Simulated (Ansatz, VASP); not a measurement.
## Hf: VASP beside Ansatz

The input INCAR:

```
PREC = Accurate ; ENCUT = 520
EDIFF = 1E-6 ; ISMEAR = 0
SIGMA = 0.15 ; LREAL = F
LASPH = T ; NELM = 60
ALGO = Fast ; ISIF = 2
LWAVE = F ; LCHARG = T
GGA = PS ; LELF = T
LVHAR = T ; NBANDS = 17
```

File KPOINTS:

```
Automatic mesh
0
Gamma
  18 18 10
```

Contents of POSCAR:

```
Hf
1.0
    3.2393000000      0.0000000000      0.0000000000
   -1.6196500000      2.8053160905      0.0000000000
    0.0000000000      0.0000000000      4.3967000000
Hf
2
Direct
    0.3333333333      0.6666666667      0.2500000000
    0.6666666667      0.3333333333      0.7500000000
```

Input for Ansatz:

```yaml
crystal:
  lattice:
    - [3.2393, 0.0, 0.0]
    - [-1.61965, 2.8053160905, 0.0]
    - [0.0, 0.0, 4.3967]
  atoms:
    - { symbol: Hf, position: [0.3333333333, 0.6666666667, 0.25] }
    - { symbol: Hf, position: [0.6666666667, 0.3333333333, 0.75] }
basis:
  ecutwfc: 420
kpoints:
  mp_grid: { grid: [18, 18, 10] }
hamiltonian:
  xc: pbesol
  pseudopotentials: { kind: paw }
scf:
  occupations: { method: gaussian, width: 0.15 }
output:
  forces: true
  stress: true
  eigenvalues: true
```

Alike in both runs: task single point; functional PBEsol; k mesh 18 × 18 × 10; occupations gaussian, width 0.15 eV; no spin polarisation.

|  | VASP | Ansatz |
| --- | --- | --- |
| version | VASP 6.6.1 | Ansatz 0.2.0 |
| potentials or method | VASP PAW PBE potentials, release 64 (Hf_pv), cutoff 520 eV | scalar-relativistic, plane waves, PAW |
| valence electrons in the cell | 20 | 52 |

VASP gave:

```
gap on the k mesh at the Fermi level (eV)                     : none
pressure (GPa)                                                : 11.3
traceless stress, the component that is largest in VASP (GPa) : 13.02
```

Problem. What did Ansatz give for the same quantities?

Solution. gap on the k mesh at the Fermi level (eV): none; pressure (GPa): 11.7; traceless stress, the component that is largest in VASP (GPa): 13.00.

VASP's potentials were made for PBE, not for PBEsol. A gap of «none» marks a metal or a gap that the smearing closes. VASP's potentials hold 20 valence electrons a cell and Ansatz's 52, so a difference there can come from the potentials and not from the codes.

Neither program's run includes spin-orbit coupling.
